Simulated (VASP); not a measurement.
# Ca2Ge3 (P-3m1) in VASP: notebook, part 3 of 3

VASP 6.6.1. The steps go on from the part before.

### 4 Relaxation of cell and atoms, PBE

Input file INCAR:

```
  PREC = Accurate
  ENCUT = 600
  EDIFF = 1E-6
  ISMEAR = 0
  SIGMA = 0.1
  LREAL = F
  LASPH = T
  NELM = 100
  ALGO = Normal
  ISIF = 3
  LWAVE = F
  LCHARG = F
  GGA = PE
  IBRION = 2
  NSW = 100
  EDIFFG = -0.01
```

Input file KPOINTS:

```
Automatic mesh
0
Gamma
  12 12 4
```

Input file POSCAR:

```
Ca2Ge3
1.0
    3.9267195327      0.0000000000      0.0000000000
   -1.9633597664      3.4006388689      0.0000000000
    0.0000000000      0.0000000000      9.5809546371
Ca Ge
2 3
Direct
    0.3333333333      0.6666666667      0.2847744788
    0.6666666667      0.3333333333      0.7152255212
    0.3333333333      0.6666666667      0.9407129165
    0.6666666667      0.3333333333      0.0592870835
    0.0000000000      0.0000000000      0.5000000000
```

Potentials or basis: VASP PAW PBE potentials, release 64 (Ca_sv, Ge_d).

Started as:

```
$ cat potpaw_PBE.64/Ca_sv/POTCAR potpaw_PBE.64/Ge_d/POTCAR > POTCAR
$ mpirun -np 1 vasp_std > vasp.out
```

OUTCAR:

```text
PREC = Accurate
   ENCUT = 600
   EDIFF = 1E-6
   ISMEAR = 0
   LREAL = F
   LASPH = T
   NELM = 100
   ISIF = 3
   GGA = PE
   IBRION = 2
   NSW = 100
   EDIFFG = -0.01

 ion  position               nearest neighbor table
   1  0.333  0.667  0.285-
   2  0.667  0.333  0.715-
   3  0.333  0.667  0.941-   4 2.54   4 2.54   4 2.54
   4  0.667  0.333  0.059-   3 2.54   3 2.54   3 2.54
   5  0.000  0.000  0.500-

  LATTYP: Found a hexagonal cell.
 ALAT       =     3.9267195327
 C/A-ratio  =     2.4399386198

  Lattice vectors:

 A1 = (   3.9267195327,   0.0000000000,   0.0000000000)
 A2 = (  -1.9633597664,   3.4006388689,   0.0000000000)
 A3 = (   0.0000000000,   0.0000000000,   9.5809546371)

Analysis of symmetry for initial positions (statically):
=====================================================================
 Subroutine PRICEL returns:
 Original cell was already a primitive cell.

 Routine SETGRP: Setting up the symmetry group for a
 hexagonal supercell.

 Subroutine GETGRP returns: Found 12 space group operations
 (whereof 12 operations were pure point group operations)
 out of a pool of 24 trial point group operations.

The static configuration has the point symmetry D_3d.

Analysis of symmetry for dynamics (positions and initial velocities):
=====================================================================
 Subroutine PRICEL returns:
 Original cell was already a primitive cell.

 Routine SETGRP: Setting up the symmetry group for a
 hexagonal supercell.

 Subroutine GETGRP returns: Found 12 space group operations
 (whereof 12 operations were pure point group operations)
 out of a pool of 24 trial point group operations.

The dynamic configuration has the point symmetry D_3d.

 Subroutine INISYM returns: Found 12 space group operations
 (whereof 12 operations are pure point group operations),
 and found     1 'primitive' translations

----------------------------------------------------------------------------------------

                                     Primitive cell

  volume of cell :     127.9379

  direct lattice vectors                    reciprocal lattice vectors
     3.926719533  0.000000000  0.000000000     0.254665502  0.147031196  0.000000000
    -1.963359766  3.400638869  0.000000000     0.000000000  0.294062392  0.000000000
     0.000000000  0.000000000  9.580954637     0.000000000  0.000000000  0.104373733

  length of vectors
     3.926719533  3.926719533  9.580954637     0.294062392  0.294062392  0.104373733

  position of ions in fractional coordinates (direct lattice)
     0.333333333  0.666666667  0.284774479
     0.666666667  0.333333333  0.715225521
     0.333333333  0.666666667  0.940712916
     0.666666667  0.333333333  0.059287084
     0.000000000  0.000000000  0.500000000

  ion indices of the primitive-cell ions
   primitive index   ion index
                 1           1
                 2           2
                 3           3
[... 61 lines left out ...]
   ions per type =               2   3
   NGX,Y,Z   is equivalent  to a cutoff of  13.55, 13.55, 13.88 a.u.
   NGXF,Y,Z  is equivalent  to a cutoff of  27.10, 27.10, 27.76 a.u.
 SYSTEM =  unknown system
   PREC   = accura    normal or accurate (medium, high low for compatibility)
   ISTART =      0    job   : 0-new  1-cont  2-samecut
   ICHARG =      2    charge: 1-file 2-atom 10-const
   ISPIN  =      1    spin polarized calculation?
   LNONCOLLINEAR =      F non collinear calculations
   LSORBIT =      F    spin-orbit coupling
   LASPH  =      T    aspherical Exc in radial PAW
   ENCUT  =  600.0 eV  44.10 Ry    6.64 a.u.   7.84  7.84 19.14*2*pi/ulx,y,z
   NELM   =    100;   NELMIN=  2; NELMDL= -5     # of ELM steps
   EDIFF  = 0.1E-05   stopping-criterion for ELM
   LREAL  =      F    real-space projection
   EDIFFG = -.1E-01   stopping-criterion for IOM
   NSW    =    100    number of steps for IOM
   IBRION =      2    ionic relax: 0-MD 1-quasi-New 2-CG
   NFREE  =      1    steps in history (QN), initial steepest desc. (CG)
   ISIF   =      3    stress and relaxation
   ISYM   =      2    0-nonsym 1-usesym 2-fastsym
   POTIM  = 0.5000    time-step for ionic-motion
   TEBEG  =    0.0;   TEEND  =   0.0 temperature during run
   PSTRESS=    0.0 pullay stress
   NELECT =      62.0000    total number of electrons
   NUPDOWN=      -1.0000    fix difference up-down
   EMIN   =  10.00;   EMAX   =-10.00  energy-range for DOS
   EFERMI =   0.00;   METHOD = LEGACY
   ISMEAR =     0;   SIGMA  =   0.10  broadening in eV -4-tet -1-fermi 0-gaus
   EFERMI_NEDOS =   21; number of points for ismear=-14 and -15
   IALGO  =     38    algorithm
   IMIX   =      4    mixing-type and parameters
     AMIX     =   0.40;   BMIX     =  1.00
     AMIX_MAG =   1.60;   BMIX_MAG =  1.00
  volume/ion in A,a.u.               =      25.59       172.67
  Fermi-wavevector in a.u.,A,eV,Ry     =   1.285895  2.429990 22.497603  1.653527
  Thomas-Fermi vector in A             =   2.418002
   LORBIT       =      0    0 simple, 1 ext, 2 COOP (PROOUT), +10 PAW based schemes
   GGA     = PE    functional components
   LHFCALC =     F    Hartree Fock is set to
   AEXX    =    0.0000 exact exchange contribution
   IVDW    =     0    specifies the selected vdW correction
   LEPSILON=     F    determine dielectric tensor
   LRPA    =     F    only Hartree local field effects (RPA)
 conjugate gradient relaxation of ions
 non-spin polarized calculation
 Gauss-broadening in eV      SIGMA  =   0.10
  energy-cutoff  :      600.00
  volume of cell :      127.94
 maximum number of plane-waves:      4292
   NGX = 15   NGY = 15   NGZ = 39

--------------------------------------- Ionic step        1  -------------------------------------------

 number of electron      62.0000003 magnetization

 Free energy of the ion-electron system (eV)
  ---------------------------------------------------
  ext. energy  EPLUGINS =         0.00000000
  ---------------------------------------------------
  free energy    TOTEN  =       -19.50467946 eV

  energy without entropy =      -19.49378909  energy(sigma->0) =      -19.49923428

------------------------ aborting loop because EDIFF is reached ----------------------------------------

  FORCE on cell =-STRESS in cart. coord.  units (eV):
  Direction    XX          YY          ZZ          XY          YZ          ZX
  --------------------------------------------------------------------------------------
  -------------------------------------------------------------------------------------
  Total        0.2135684      0.2135684      0.1230381     -0.0000000     -0.0000000      0.0000000
  in kB        2.6745357      2.6745357      1.5408167     -0.0000000     -0.0000000      0.0000000
  external PRESSURE =       2.2966294 kB  Pullay stress =       0.0000000 kB
[... 98 lines left out ...]
  FREE ENERGIE OF THE ION-ELECTRON SYSTEM (eV)
  ---------------------------------------------------
  free  energy   TOTEN  =       -19.5080700025 eV

  energy  without entropy=      -19.4985182392  energy(sigma->0) =      -19.50329412

[... ionic steps 4 to 7 ...]

--------------------------------------- Ionic step        8  -------------------------------------------

 number of electron      61.9999999 magnetization

------------------------ aborting loop because EDIFF is reached ----------------------------------------
[... 73 lines left out ...]
--------------------------------------- Ionic step       10  -------------------------------------------

 number of electron      61.9999998 magnetization

 Free energy of the ion-electron system (eV)
  ---------------------------------------------------
  ext. energy  EPLUGINS =         0.00000000
  ---------------------------------------------------
  free energy    TOTEN  =       -19.50998112 eV

  energy without entropy =      -19.50113350  energy(sigma->0) =      -19.50555731

 E-fermi :   3.6458     XC(G=0):  -9.4595

 val. band max:        3.6059251508   @ k =   0.0833   0.0833   0.2500
 cond. band min:       3.6570560070   @ k =   0.0000   0.0833   0.2500
 fundamental gap:      0.0511308561
 Fermi energy:         3.6458254081

 k-point     1 :       0.0000    0.0000    0.0000
  band No.  band energies     occupation
      1     -37.1697      2.00000
      2     -37.1692      2.00000
      3     -20.4245      2.00000
      4     -20.4245      2.00000
      5     -20.3564      2.00000
      6     -20.3564      2.00000
[... 949 lines left out ...]
     36       6.7744      0.00000
     37       7.1398      0.00000

 [... further k-points ...]

------------------------ aborting loop because EDIFF is reached ----------------------------------------

  FORCE on cell =-STRESS in cart. coord.  units (eV):
  Direction    XX          YY          ZZ          XY          YZ          ZX
  --------------------------------------------------------------------------------------
  -------------------------------------------------------------------------------------
  Total       -0.0391014     -0.0391014     -0.0029430      0.0000000     -0.0000000      0.0000000
  in kB       -0.4856601     -0.4856601     -0.0365534      0.0000000     -0.0000000      0.0000000
  external PRESSURE =      -0.3359579 kB  Pullay stress =       0.0000000 kB
[... 20 lines left out ...]
  FREE ENERGIE OF THE ION-ELECTRON SYSTEM (eV)
  ---------------------------------------------------
  free  energy   TOTEN  =       -19.5099811165 eV

  energy  without entropy=      -19.5011335038  energy(sigma->0) =      -19.50555731

 reached required accuracy - stopping structural energy minimisation
```

Run time: 34 min. Hardware: 1 thread of AMD EPYC 7R43 (Zen 3), shared host; peak memory 0.46 GiB.

What came out:

```yaml
Free_energy: -19.5100 eV
Relaxed_volume: 25.80 Å³/atom
Relaxed_cell: a = 3.940 Å, b = 3.940 Å, c = 9.593 Å, α = 90.00°, β = 90.00°, γ = 120.00°
Space_group_after_relaxing_to_0.05_Å: P-3m1 (No. 164)
Energy_gained_by_relaxing: 1.1 meV/atom
Ionic_steps: 10
Pressure_after_relaxing: 0.0 GPa
Largest_force_after_relaxing: 0.004 eV/Å
Band_gap_on_the_k_mesh: zero (band 31 reaches 4.99 eV, above the bottom of band 32 at 2.92 eV)
```

Forces on the atoms (eV/Å):
```
Ca   0.000  0.000 -0.004
Ca   0.000  0.000  0.004
Ge   0.000  0.000 -0.003
Ge   0.000  0.000  0.003
Ge   0.000  0.000  0.000
```

Step by step:
| step | energy change (eV) | largest force (eV/Å) | pressure (GPa) | volume (Å³) |
| --- | --- | --- | --- | --- |
| 1 | 0.0000 | 0.1345 | 0.23 | 127.94 |
| 2 | -0.0024 | 0.1054 | 0.06 | 128.62 |
| 3 | -0.0034 | 0.0545 | -0.30 | 129.84 |
| 4 | -0.0048 | 0.0142 | -0.24 | 129.51 |
| 5 | -0.0049 | 0.0202 | -0.16 | 129.38 |
| 6 | -0.0053 | 0.0162 | 0.01 | 128.89 |
| 7 | -0.0053 | 0.0154 | 0.04 | 128.81 |
| 8 | -0.0053 | 0.0166 | -0.02 | 128.83 |
| 9 | -0.0053 | 0.0149 | 0.05 | 128.82 |
| 10 | -0.0053 | 0.0043 | -0.03 | 128.99 |

Final structure:
```xyz
5
Lattice="3.9405 0.0000 0.0000 -1.9702 3.4126 0.0000 0.0000 0.0000 9.5927" Properties=species:S:1:pos:R:3 pbc="T T T"
Ca    0.0000    2.2750    2.7029
Ca    1.9702    1.1375    6.8898
Ge    0.0000    2.2750    9.0344
Ge    1.9702    1.1375    0.5584
Ge    0.0000    0.0000    4.7964
```

### 5 Summary

```tsv
task	cell	k mesh	cutoff (eV)	gap on the mesh (eV)	pressure (GPa)	relaxed volume (Å³/atom)	largest force (eV/Å)
single point	a = 3.927, b = 3.927, c = 9.581 Å, angles 90.0, 90.0, 120.0°, 5 atoms	6 × 6 × 2	520	none	0.1	-	0.03
relaxation of cell and atoms	relaxed from a = 3.744, b = 3.744, c = 12.237 Å, angles 90.0, 90.0, 120.0°, 5 atoms	6 × 6 × 2	600	none	-0.1	25.69	0.03
relaxation of cell and atoms	relaxed from a = 3.927, b = 3.927, c = 9.581 Å, angles 90.0, 90.0, 120.0°, 5 atoms	12 × 12 × 4	600	none	0.0	25.80	-
```

Alike in all rows: level PBE; potentials or basis VASP PAW PBE potentials, release 64 (Ca_sv, Ge_d); no spin polarisation; smearing gaussian 0.1 eV.

Total energies depend on the potentials used, so only differences within one code and one set of settings carry meaning.
